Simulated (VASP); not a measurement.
The system is AlNi.

```xyz
2
Lattice="2.8943 0.0000 0.0000 0.0000 2.8943 0.0000 0.0000 0.0000 2.8901" Properties=species:S:1:pos:R:3 pbc="T T T"
Al    0.0000    0.0000    0.0000
Ni    1.4472    1.4472    1.4450
```

Base run:

* Program: VASP 6.6.1
* Functional: LDA
* Potentials or basis: VASP PAW LDA potentials, release 64 (Al, Ni)
* Cutoff: 600 eV
* k mesh: 20 × 20 × 18
* Occupations: gaussian, width 0.1 eV
* Spin: no spin polarisation

Its results: band gap on the k mesh zero (an odd number of electrons rules out a gap without spin polarisation); pressure -9.9 GPa.

**Question.** The run is repeated on the same cell with these changes: functional from LDA to r2SCAN; potentials or basis from VASP PAW LDA potentials, release 64 (Al, Ni) to VASP PAW PBE potentials, release 64 (Al, Ni); cutoff from 600 eV to 660 eV. What comes out?

**Answer.** Band gap on the k mesh zero (an odd number of electrons rules out a gap without spin polarisation); pressure -5.4 GPa.

Caveats: the cell stands under tension; the PAW data sets were made with another functional, which shifts forces and pressure a little (at least some runs).
